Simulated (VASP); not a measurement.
Cu: single point with LDA

Crystal: Cu.

```xyz
1
Lattice="0.0000 1.7589 1.7589 1.7589 0.0000 1.7589 1.7589 1.7589 0.0000" Properties=species:S:1:pos:R:3 pbc="T T T"
Cu    0.0000    0.0000    0.0000
```

* Program: VASP 6.6.1
* Task: single point
* Functional: LDA
* Potentials or basis: VASP PAW LDA potentials, release 64 (Cu)
* Cutoff: 520 eV
* k mesh: 12 × 12 × 12
* Occupations: fermi-dirac, width 0.05 eV
* Spin: no spin polarisation
* Dipole correction: no
* Further INCAR settings: ALGO = Normal; EDIFF = 1e-06; NBANDS = 12

```json
{
 "Pressure": "0.9 GPa"
}
```

Levels at points of the mesh, in eV from the Fermi level:
```
           k point  band 2  band 3  band 4  band 5  band 6  band 7  band 8  band 9  band 10  band 11
(0.00, 0.00, 0.00)   -3.27   -3.27   -3.27   -2.32   -2.32   23.39   26.52   26.52    26.52    29.13
(0.50, 0.00, 0.00)   -3.31   -3.31   -1.68   -1.68   -1.15    4.22   21.87   23.28    23.28    26.35
(0.50, 0.50, 0.00)   -4.85   -1.69   -1.52   -1.52    1.49    7.77   13.72   13.72    18.57    21.72
```

It took 7.6 s on 1 thread of Intel(R) Xeon(R) Platinum 8559C (Emerald Rapids) (shared host), peak memory 0.12 GiB.
